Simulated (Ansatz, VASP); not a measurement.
**LiCl: VASP beside Ansatz**

```xyz
8
Lattice="3.8649 0.0000 0.0000 -1.9325 3.3471 0.0000 0.0000 0.0000 12.4621" Properties=species:S:1:pos:R:3 pbc="T T T"
Li    0.0000    0.0000   -0.0056
Li    0.0000    2.2314    3.0986
Li    1.9325    1.1157    6.2255
Li    0.0000    2.2314    9.3297
Cl    0.0000    0.0000    2.3484
Cl    0.0000    2.2314    5.4629
Cl    1.9325    1.1157    8.5795
Cl    0.0000    2.2314   11.6940
```

Alike in both runs: functional PBEsol; k mesh 9 × 9 × 2; occupations gaussian, width 0.02 eV; no spin polarisation.

Ansatz relaxed the structure, and its values are those at the end. VASP's run is a single point on that final structure, the one shown.

|  | VASP | Ansatz |
| --- | --- | --- |
| version | VASP 6.6.1 | Ansatz 0.2.0 |
| potentials or method | VASP PAW PBE potentials, release 64 (Li_sv, Cl), cutoff 520 eV | scalar-relativistic, plane waves, PAW |
| valence electrons in the cell | 40 | 40 |

```tsv
	VASP	Ansatz	Ansatz less VASP
gap on the k mesh at the Fermi level (eV)	5.86	5.86	-0.003
least direct gap on the mesh (eV)	5.86	5.86	-0.003
```

VASP's potentials were made for PBE, not for PBEsol.

Noted on VASP's run: the cutoff is short for stress, so the pressure is rough.
